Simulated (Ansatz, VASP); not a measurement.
**Cu: VASP beside Ansatz**

Contents of INCAR:

```
PREC = Accurate
ENCUT = 600
EDIFF = 1E-6
ISMEAR = -1
SIGMA = 0.1
LREAL = F
LASPH = T
NELM = 120
ALGO = Normal
ISIF = 2
LWAVE = F
LCHARG = F
GGA = PE
NBANDS = 12
GGA_COMPAT = F
```

KPOINTS

```
Automatic mesh
0
Gamma
  19 19 19
```

POSCAR

```
Cu
1.0
    0.0000000000      1.7513214508      1.7513214508
    1.7513214508      0.0000000000      1.7513214508
    1.7513214508      1.7513214508      0.0000000000
Cu
1
Direct
    0.0000000000      0.0000000000      0.0000000000
```

Input for Ansatz:

```yaml
crystal:
  lattice:
    - [0.0, 1.7513214508, 1.7513214508]
    - [1.7513214508, 0.0, 1.7513214508]
    - [1.7513214508, 1.7513214508, 0.0]
  atoms:
    - { symbol: Cu, position: [0.0, 0.0, 0.0] }
kpoints:
  mp_grid: { grid: [19, 19, 19] }
scf:
  occupations: { method: fermi_dirac, width: 0.1 }
hamiltonian:
  xc: pbe
  pseudopotentials: { kind: paw }
output:
  forces: true
  stress: true
  eigenvalues: true
  write_density: true
  write_potential: true
  elf: true
  volumetric_format: npy
```

Change from the starting cell: volume scaled by 0.899, to set the pressure.

Alike in both runs: task single point; functional PBE; k mesh 19 × 19 × 19; occupations fermi-dirac, width 0.1 eV; no spin polarisation.

|  | VASP | Ansatz |
| --- | --- | --- |
| version | VASP 6.6.1 | Ansatz 0.2.0 |
| potentials or method | VASP PAW PBE potentials, release 64 (Cu) | PAW with Ansatz's default frozen-core files, scalar-relativistic |
| plane-wave cutoff (eV) | 600 | 420 |
| valence electrons in the cell | 11 | 19 |

|  | VASP | Ansatz | Ansatz less VASP |
| --- | --- | --- | --- |
| pressure (GPa) | 20.3 | 19.7 | -0.62 |

The functional is the same, so the differences come from potentials, cutoffs and numerics. VASP's potentials hold 11 valence electrons a cell and Ansatz's 19, so a difference there can come from the potentials and not from the codes.
